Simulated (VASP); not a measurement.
CuSi16 (a cell with a defect), 17 atoms in the cell. The cell holds a defect, 17 atoms: a = 7.679 Å, b = 7.679 Å, c = 7.679 Å, α = 60.00°, β = 60.00°, γ = 60.00°. 

```yaml
Program: VASP 6.6.1
Task: single point
Functional: PBE
Dispersion: D3(BJ)
Potentials_or_basis: VASP PAW PBE potentials, release 64 (Si, Cu)
Cutoff: 520 eV
k_mesh: 2 × 2 × 2
Occupations: gaussian, width 0.02 eV
Spin: no spin polarisation
Dipole_correction: no
Charge: 1
Further_INCAR_settings: LREAL = Auto; ALGO = Normal; EDIFF = 1e-07; NBANDS = 52; NELECT = 74.0
```

Potentials or basis: VASP PAW PBE potentials, release 64 (Si, Cu).

Run with:

```console
$ cat potpaw_PBE.64/Si/POTCAR potpaw_PBE.64/Cu/POTCAR > POTCAR
$ mpirun -np 1 vasp_std > vasp.out
```

Hardware: 1 thread of Intel(R) Xeon(R) Platinum 8559C (Emerald Rapids) (shared host).

Task: Estimate the wall time of this run.

Result: It took 3.7 min on 1 thread of Intel(R) Xeon(R) Platinum 8559C (Emerald Rapids) (shared host), peak memory 0.48 GiB. Counts: scf iterations 21, k points 8.
